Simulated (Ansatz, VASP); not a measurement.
AgCl in VASP and in Ansatz

```
CELL_PARAMETERS angstrom
3.33116 0.00000 0.00000
0.00000 3.33116 0.00000
0.00000 0.00000 6.66232
ATOMIC_POSITIONS crystal
Ag 0.83249 0.00000 0.00000
Ag 0.16751 0.00000 0.50000
Cl 0.44047 0.50000 0.25000
Cl 0.55953 0.50000 0.75000
```

Change from the starting cell: mode 1 frozen in at -0.198 Å and mode 6 at -0.558 Å (largest displacements).

Alike in both runs: task single point; functional PBEsol; k mesh 10 × 10 × 6; occupations gaussian, width 0.05 eV; no spin polarisation.

|  | VASP | Ansatz |
| --- | --- | --- |
| version | VASP 6.6.1 | Ansatz 0.2.0 |
| potentials or method | VASP PAW PBE potentials, release 64 (Ag, Cl), cutoff 520 eV | scalar-relativistic, plane waves, PAW |
| valence electrons in the cell | 36 | 52 |

```tsv
	VASP	Ansatz	Ansatz less VASP
pressure (GPa)	5.4	5.5	+0.12
traceless stress, the component that is largest in VASP (GPa)	-3.20	-3.21	-0.007
rms of the force components (eV/Å)	0.313	0.314	+0.0010
```

VASP's potentials were made for PBE, not for PBEsol. Atom by atom the forces differ by 0.001 eV/Å (rms over components). With one functional, cell and mesh, what is left measures potentials, basis and numerics. VASP's potentials hold 36 valence electrons a cell and Ansatz's 52, so a difference there can come from the potentials and not from the codes.
